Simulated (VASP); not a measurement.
Crystal: Ta.

```
Ta
1.0
     0.00000    2.89987    2.89987
     2.89987    0.00000    2.89987
     2.89987    2.89987    0.00000
Ta
2
Direct
  0.12500 0.12500 0.12500
  0.87500 0.87500 0.87500
```

```yaml
Program: VASP 6.6.1
Task: relaxation of cell and atoms
Functional: revPBE
Potentials_or_basis: VASP PAW PBE potentials, release 64 (Ta_pv)
Cutoff: 600 eV
k_mesh: 9 × 9 × 9
Occupations: fermi-dirac, width 0.1 eV
Spin: no spin polarisation
```

At the start: pressure 15.7 GPa; volume 24.39 Å³/atom.

Question: Where does the relaxation end?

Answer: Over 4 steps the energy falls by 200.9 meV/atom and the volume is 29.02 Å³/atom (+19.0 %); space group Fd-3m (No. 227, to 0.05 Å).

The path:
```
step  energy change (eV)  largest force (eV/Å)  pressure (GPa)  volume (Å³)
   1              0.0000                0.0000           15.68        48.77
   2             -0.1384                0.0000           -7.85        67.62
   3             -0.4016                0.0000           -0.19        58.24
   4             -0.4017                0.0000            0.05        58.04
```

Final structure:
```
CELL_PARAMETERS angstrom
0.00000 3.07305 3.07305
3.07305 0.00000 3.07305
3.07305 3.07305 0.00000
ATOMIC_POSITIONS crystal
Ta 0.12500 0.12500 0.12500
Ta 0.87500 0.87500 0.87500
```

Caveat: the volume moved by over 15 % at a fixed basis, so the end points are rough; the PAW data sets were made with another functional, which shifts forces and pressure a little.
